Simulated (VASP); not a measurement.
# Zr3Si2 (Pbam) in VASP: further runs, part 2 of 2

VASP 6.6.1.

**3. Single point, PBEsol (strain +0.0300 x Voigt [1, 0, 0, 0, 0, 0])**

Input file INCAR:

```
  ALGO = Fast
  EDIFF = 1E-6
  ENCUT = 520
  GGA = PS
  ISIF = 2
  ISMEAR = 0
  LASPH = True
  LCHARG = True
  LELF = True
  LREAL = False
  LVHAR = True
  LWAVE = False
  NBANDS = 55
  NELM = 100
  PREC = Accurate
  SIGMA = 0.15
```

Input file KPOINTS:

```
k-points
0
Gamma
  6 6 12
```

Input file POSCAR:

```
Zr3Si2
1.0
    7.2775451573      0.0000000000      0.0000000000
    0.0000000000      7.0655778226      0.0000000000
    0.0000000000      0.0000000000      3.6444907344
Zr Si
6 4
Direct
    0.1744786440      0.6744786440      0.5000000000
    0.8255213560      0.3255213560      0.5000000000
    0.3255213560      0.1744786440      0.5000000000
    0.6744786440      0.8255213560      0.5000000000
    0.0000000000      0.0000000000      0.0000000000
    0.5000000000      0.5000000000      0.0000000000
    0.6223900172      0.1223900172      0.0000000000
    0.3776099828      0.8776099828      0.0000000000
    0.8776099828      0.6223900172      0.0000000000
    0.1223900172      0.3776099828      0.0000000000
```

Potentials or basis: VASP PAW PBE potentials, release 64 (Zr_sv, Si).

Run with:

```bash
cat potpaw_PBE.64/Zr_sv/POTCAR potpaw_PBE.64/Si/POTCAR > POTCAR
mpirun -np 1 vasp_std > vasp.out
```

OUTCAR:

```text
EDIFF = 1E-6
   ENCUT = 520
   GGA = PS
   ISIF = 2
   ISMEAR = 0
   LASPH = True
   LREAL = False
   NELM = 100
   PREC = Accurate

 ion  position               nearest neighbor table
   1  0.174  0.674  0.500-   8 2.75   8 2.75  10 2.80  10 2.80   9 2.85   9 2.85   5 3.20   5 3.20
                             6 3.23   6 3.23   2 3.54   3 3.70   3 3.70   4 3.79   4 3.79
   2  0.826  0.326  0.500-   7 2.75   7 2.75   9 2.80   9 2.80  10 2.85  10 2.85   5 3.20   5 3.20
                             6 3.23   6 3.23   1 3.54   4 3.70   4 3.70   3 3.79   3 3.79
   3  0.326  0.174  0.500-  10 2.75  10 2.75   8 2.80   8 2.80   7 2.85   7 2.85   6 3.20   6 3.20
                             5 3.23   5 3.23   4 3.54   1 3.70   1 3.70   2 3.79   2 3.79
   4  0.674  0.826  0.500-   9 2.75   9 2.75   7 2.80   7 2.80   8 2.85   8 2.85   6 3.20   6 3.20
                             5 3.23   5 3.23   3 3.54   2 3.70   2 3.70   1 3.79   1 3.79
   5  0.000  0.000  0.000-   9 2.81  10 2.81   7 2.88   8 2.88   1 3.20   2 3.20   1 3.20   2 3.20
                             3 3.23   4 3.23   3 3.23   4 3.23
   6  0.500  0.500  0.000-   7 2.81   8 2.81   9 2.88  10 2.88   3 3.20   4 3.20   3 3.20   4 3.20
                             1 3.23   2 3.23   1 3.23   2 3.23
[... 1609 lines left out ...]
     54      11.8016      0.00000
     55      12.0917      0.00000

 [... further k-points ...]

------------------------ aborting loop because EDIFF is reached ----------------------------------------

  FORCE on cell =-STRESS in cart. coord.  units (eV):
  Direction    XX          YY          ZZ          XY          YZ          ZX
  --------------------------------------------------------------------------------------
  -------------------------------------------------------------------------------------
  Total       -9.3158504     -1.6655571     -2.6132857      0.0000000      0.0000000      0.0000000
  in kB      -79.6459403    -14.2396943    -22.3423076      0.0000000      0.0000000      0.0000000
  external PRESSURE =     -38.7426474 kB  Pullay stress =       0.0000000 kB

 VOLUME and BASIS-vectors are now :
 -----------------------------------------------------------------------------
  energy-cutoff  :      520.00
  volume of cell :      187.40
      direct lattice vectors                 reciprocal lattice vectors
     7.277545157  0.000000000  0.000000000     0.137408972  0.000000000  0.000000000
     0.000000000  7.065577823  0.000000000     0.000000000  0.141531241  0.000000000
     0.000000000  0.000000000  3.644490734     0.000000000  0.000000000  0.274386759

 POSITION                                       TOTAL-FORCE (eV/Angst)
 -----------------------------------------------------------------------------------
      1.26978      4.76558      1.82225        -0.094495      0.060121      0.000000
      6.00777      2.30000      1.82225         0.094495     -0.060121     -0.000000
      2.36900      1.23279      1.82225         0.094495      0.060121      0.000000
      4.90855      5.83279      1.82225        -0.094495     -0.060121     -0.000000
      0.00000      0.00000      0.00000         0.000000      0.000000      0.000000
      3.63877      3.53279      0.00000         0.000000      0.000000      0.000000
      4.52947      0.86476      0.00000        -0.028637      0.036889      0.000000
      2.74807      6.20082      0.00000         0.028637     -0.036889      0.000000
      6.38685      4.39755      0.00000         0.028637      0.036889      0.000000
      0.89070      2.66803      0.00000        -0.028637     -0.036889      0.000000
 -----------------------------------------------------------------------------------
    total drift:                               -0.000000      0.000000      0.000000

  FREE ENERGIE OF THE ION-ELECTRON SYSTEM (eV)
  ---------------------------------------------------
  free  energy   TOTEN  =       -86.9823329703 eV

  energy  without entropy=      -86.8933992408  energy(sigma->0) =      -86.93786611
```

Wall time 49 min (1 thread of Oxide Virtual Turin-like, shared host); peak memory 0.81 GiB.

What came out:

```yaml
Free_energy: -86.9823 eV
Pressure: -3.9 GPa
Largest_force: 0.112 eV/Å
Band_gap_on_the_k_mesh: zero (bands 44 and 45 overlap by 1.16 eV)
```

Forces in eV/Å, atoms in the order of the input:
```
Zr  -0.094  0.060  0.000
Zr   0.094 -0.060  0.000
Zr   0.094  0.060  0.000
Zr  -0.094 -0.060  0.000
Zr   0.000  0.000  0.000
Zr   0.000  0.000  0.000
Si  -0.029  0.037  0.000
Si   0.029 -0.037  0.000
Si   0.029  0.037  0.000
Si  -0.029 -0.037  0.000
```

Caveat: the cell differs from its parent crystal (strain +0.0300 x Voigt [1, 0, 0, 0, 0, 0]); the stress differs along the axes, from -8 to -1 GPa; the PAW data sets were made with another functional, which shifts forces and pressure a little.
